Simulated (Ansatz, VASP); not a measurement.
NaZr3: VASP beside Ansatz

INCAR

```
SYSTEM = NaZr3
PREC     = Accurate       ! precision mode
ENCUT    = 600            ! plane-wave cutoff, eV
EDIFF    = 1E-6           ! SCF threshold, eV
ISMEAR   = 0              ! smearing method
SIGMA    = 0.1            ! smearing width, eV
LREAL    = .False.        ! projectors in reciprocal space
LASPH    = .True.         ! aspherical terms in the spheres
NELM     = 60             ! most SCF steps
ALGO     = Normal         ! electronic algorithm
ISIF     = 3              ! what is computed and relaxed
LWAVE    = .False.        ! write WAVECAR
LCHARG   = .False.        ! write CHGCAR
GGA      = PE             ! functional
IBRION   = 2              ! ionic algorithm
NSW      = 90             ! ionic steps
EDIFFG   = -0.04          ! ionic threshold
```

Contents of KPOINTS:

```
regular mesh
0
Gamma
  6 6 6
  0 0 0
```

Contents of POSCAR:

```
NaZr3
1.0
   -1.9836693379      1.9836693379      4.4310535860
    1.9836693379     -1.9836693379      4.4310535860
    1.9836693379      1.9836693379     -4.4310535860
Na Zr
1 3
Direct
    0.0000000000      0.0000000000      0.0000000000
    0.5000000000      0.5000000000      0.0000000000
    0.2500000000      0.7500000000      0.5000000000
    0.7500000000      0.2500000000      0.5000000000
```

Input for Ansatz:

```yaml
crystal:
  lattice:
    - [-1.9836693379, 1.9836693379, 4.431053586]
    - [1.9836693379, -1.9836693379, 4.431053586]
    - [1.9836693379, 1.9836693379, -4.431053586]
  atoms:
    - { symbol: Na, position: [0.0, 0.0, 0.0] }
    - { symbol: Zr, position: [0.5, 0.5, 0.0] }
    - { symbol: Zr, position: [0.25, 0.75, 0.5] }
    - { symbol: Zr, position: [0.75, 0.25, 0.5] }
basis:
  ecutwfc: 420
kpoints:
  mp_grid: { grid: [6, 6, 6] }
hamiltonian:
  xc: pbe
scf:
  occupations: { method: gaussian, width: 0.1 }
  lower_state_search: "off"
output:
  forces: true
  stress: true
  eigenvalues: true
relax:
  adjacent_minimum: "off"
  f_tol: 0.04
  max_steps: 70
  cell: { stress_tol: 0.4 }
```

Alike in both runs: task relaxation of cell and atoms; functional PBE; k mesh 6 × 6 × 6; occupations gaussian, width 0.1 eV; no spin polarisation.

```csv
,VASP,Ansatz
version,VASP 6.6.1,Ansatz 0.2.0
potentials or method,"VASP PAW PBE potentials, release 64 (Na_pv, Zr_sv), cutoff 600 eV","scalar-relativistic, plane waves, PAW"
valence electrons in the cell,43,45
```

VASP gave:

| Quantity | Value |
| --- | --- |
| gap on the k mesh at the Fermi level, each at its own relaxed structure (eV) | none |
| relaxed volume (Å³/atom) | 23.41 |
| relaxed cell length with the largest relative difference (Å) | 5.582 |

What did Ansatz give for the same quantities?

gap on the k mesh at the Fermi level, each at its own relaxed structure (eV): none; relaxed volume (Å³/atom): 23.30; relaxed cell length with the largest relative difference (Å): 5.581.

A gap of «none» marks a metal or a gap that the smearing closes. VASP's potentials hold 43 valence electrons a cell and Ansatz's 45, so a difference there can come from the potentials and not from the codes.

The k mesh is coarse, so the values compare programs but aren't converged. Noted on VASP's run: the volume moved by over 15 % at a fixed basis, so the end points are rough.
